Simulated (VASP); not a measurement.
Mo:

```
CELL_PARAMETERS angstrom
-1.58138 1.58138 1.58138
1.58138 -1.58138 1.58138
1.58138 1.58138 -1.58138
ATOMIC_POSITIONS crystal
Mo 0.00000 0.00000 0.00000
```

Base run:

```yaml
Program: VASP 6.6.1
Functional: PBE
Potentials_or_basis: VASP PAW PBE potentials, release 64 (Mo_sv)
Cutoff: 520 eV
k_mesh: 23 × 23 × 23
Occupations: fermi-dirac, width 0.1 eV
Spin: no spin polarisation
```

Its results: band gap on the k mesh zero (band 7 reaches 16.19 eV, above the bottom of band 8 at 11.06 eV); pressure 0.1 GPa.

Question: The run is repeated on the same cell with these changes: k mesh from 23 × 23 × 23 to 2 × 2 × 2. What comes out?

Answer: Band gap on the k mesh zero (band 7 reaches 16.36 eV, above the bottom of band 8 at 11.09 eV); pressure 10.1 GPa.

Caveats: some runs use coarse meshes.
